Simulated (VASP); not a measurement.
## TaAs: single point with PBE

The system is TaAs.

```
Ta As
1.0
    -1.72181    1.72181    5.86794
     1.72181   -1.72181    5.86794
     1.72181    1.72181   -5.86794
Ta As
2 2
Direct
  0.24997 0.74997 0.50000
  0.49997 0.49997 0.00000
  0.83263 0.33263 0.50000
  0.08263 0.08263 0.00000
```

```yaml
Program: VASP 6.6.1
Task: single point
Functional: PBE
Potentials_or_basis: VASP PAW PBE potentials, release 64 (Ta_pv, As)
Cutoff: 500 eV
k_mesh: 16 × 16 × 16
Occupations: gaussian, width 0.05 eV
Spin: no spin polarisation
```

| Item | Value |
| --- | --- |
| Pressure | 2.6 GPa |
| Largest force | 0.025 eV/Å |
| Band gap on the k mesh | zero (bands 16 and 17 overlap by 0.08 eV) |

Forces in eV/Å, atoms in the order of the input:
```
Ta   0.000  0.000  0.025
Ta   0.000  0.000  0.025
As   0.000  0.000 -0.025
As   0.000  0.000 -0.025
```

Stress tensor (GPa, compression positive):
```
2.96 0.00 0.00
0.00 2.96 0.00
0.00 0.00 1.79
```

Levels at points of the mesh, in eV from the Fermi level:
```csv
k point,band 12,band 13,band 14,band 15,band 16,band 17,band 18,band 19,band 20,band 21
"(0.00, 0.00, 0.00)",-2.48,-2.36,-1.97,-1.64,-1.64,0.91,1.57,2.31,3.09,3.09
"(0.50, 0.00, 0.00)",-3.43,-2.44,-2.34,-1.60,-0.29,0.12,1.36,2.24,2.45,3.05
"(0.50, 0.50, 0.00)",-5.10,-3.22,-3.22,-1.14,-1.14,2.80,2.80,3.06,3.06,3.78
"(0.50, 0.50, 0.50)",-2.89,-2.81,-2.81,-0.93,-0.93,1.22,1.22,2.27,2.27,3.06
```

Run time: 17 min on 1 thread of Intel(R) Xeon(R) Platinum 8259CL CPU @ 2.50GHz (Skylake/Cascade Lake), on a shared host, peak memory 0.7 GiB.

Caveat: spin-orbit coupling is left out, which moves the levels of the heavy elements.
